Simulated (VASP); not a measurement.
The system is Ni.

```
Ni
1.0
    -1.38264    1.38264    1.38264
     1.38264   -1.38264    1.38264
     1.38264    1.38264   -1.38264
Ni
1
Direct
  0.00000 0.00000 0.00000
```

This isn't the form of Ni at room conditions, which is fcc.

Base run:

```yaml
Program: VASP 6.6.1
Functional: r2SCAN
Potentials_or_basis: VASP PAW PBE potentials, release 64 (Ni)
Cutoff: 520 eV
k_mesh: 20 × 20 × 20
Occupations: gaussian, width 0.05 eV
Spin: no spin polarisation
```

Its results: pressure -2.4 GPa.

The run is repeated on the same cell with these changes: spin from no spin polarisation to collinear spin, ferromagnetic start; further incar settings from ALGO = Normal; EDIFF = 1e-07; NBANDS = 11 to ALGO = Normal; EDIFF = 1e-07; NBANDS = 15. What comes out?

Pressure 0.3 GPa; net moment 0.61 μB per cell; site moments Ni +0.62 μB.

Caveats: the PAW data sets were made with another functional, which shifts forces and pressure a little.
